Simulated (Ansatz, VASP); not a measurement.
# One calculation of MnS, two programs

```xyz
2
Lattice="1.8300 1.0565 2.9709 -1.8300 1.0565 2.9709 0.0000 -2.1131 2.9709" Properties=species:S:1:pos:R:3 pbc="T T T"
Mn    0.0000    0.0000    0.0000
S     0.0000    0.0000    4.4564
```

Alike in both runs: task single point; functional PBE; k mesh 5 × 5 × 5; occupations fermi-dirac, width 0.05 eV; collinear spin.

|  | VASP | Ansatz |
| --- | --- | --- |
| version | VASP 6.6.1 | Ansatz 0.2.0 |
| potentials or method | VASP PAW PBE potentials, release 64 (Mn_pv, S) | Ansatz PAW |
| plane-wave cutoff (eV) | 520 | 420 |
| valence electrons in the cell | 19 | 21 |

Ansatz gave:

* gap on the k mesh at the Fermi level (eV): none
* pressure (GPa): -2.8
* traceless stress, the component that is largest in VASP (GPa): 0.30
* net moment per atom (μB): 2.27
* size of the moment on the site where the two differ most (μB): 4.10

Which values does VASP return?

gap on the k mesh at the Fermi level (eV): none; pressure (GPa): -2.8; traceless stress, the component that is largest in VASP (GPa): 0.30; net moment per atom (μB): 2.27; size of the moment on the site where the two differ most (μB): 4.16.

Site moments also hang on the region over which each program counts them. A gap of «none» marks a metal or a gap that the smearing closes. The functional is the same, so the differences come from potentials, cutoffs and numerics. VASP's potentials hold 19 valence electrons a cell and Ansatz's 21, so a difference there can come from the potentials and not from the codes.

The k mesh is coarse, so the values compare programs but aren't converged. Noted on Ansatz's run: the magnetic or orbital state may not be the lowest.
